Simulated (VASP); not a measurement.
Write the native input for VASP 6.6.1 that does the following.

| Property | Result |
| --- | --- |
| Task | single point |
| Functional | LDA |
| Potentials or basis | VASP PAW LDA potentials, release 64 (Te, Sn_d) |
| Cutoff | 520 eV |
| k mesh | 7 × 7 × 7 |
| Occupations | fermi-dirac, width 0.05 eV |
| Spin | no spin polarisation |
| Dipole correction | no |
| Further INCAR settings | ALGO = Normal; EDIFF = 1e-07; NBANDS = 17 |

The structure of SnTe lies in POSCAR:

```
SnTe
1.0
    3.8784931701      0.0000000000      0.0000000000
    0.0000000000      3.8784931701      0.0000000000
    0.0000000000      0.0000000000      3.8784931701
Te Sn
1 1
Direct
    0.5000000000      0.5000000000      0.5000000000
    0.0000000000      0.0000000000      0.0000000000
```

This cell differs from its parent crystal: volume scaled by 0.98.

The input as run:

INCAR

```
SYSTEM = SnTe
ALGO = Normal
EDIFF = 1E-7
ENCUT = 520
ISIF = 2
ISMEAR = -1
LASPH = .TRUE.
LCHARG = .FALSE.
LREAL = .FALSE.
LWAVE = .FALSE.
NBANDS = 17
NELM = 60
PREC = Accurate
SIGMA = 0.05
```

KPOINTS

```
k-points
0
G
  7 7 7
  0 0 0
```

Potentials or basis: VASP PAW LDA potentials, release 64 (Te, Sn_d).

Command:

```console
$ cat potpaw_LDA.64/Te/POTCAR potpaw_LDA.64/Sn_d/POTCAR > POTCAR
$ mpirun -np 1 vasp_std > vasp.out
```

It gave:

```json
{
 "Pressure": "-4.2 GPa",
 "Band gap on the k mesh": "zero (band 10 reaches 7.27 eV, above the bottom of band 11 at 6.16 eV)"
}
```

Caveat: spin-orbit coupling is left out, which moves the levels of the heavy elements.

It took 32 s on 1 thread of AMD EPYC 7R13 (shared host), peak memory 0.13 GiB.
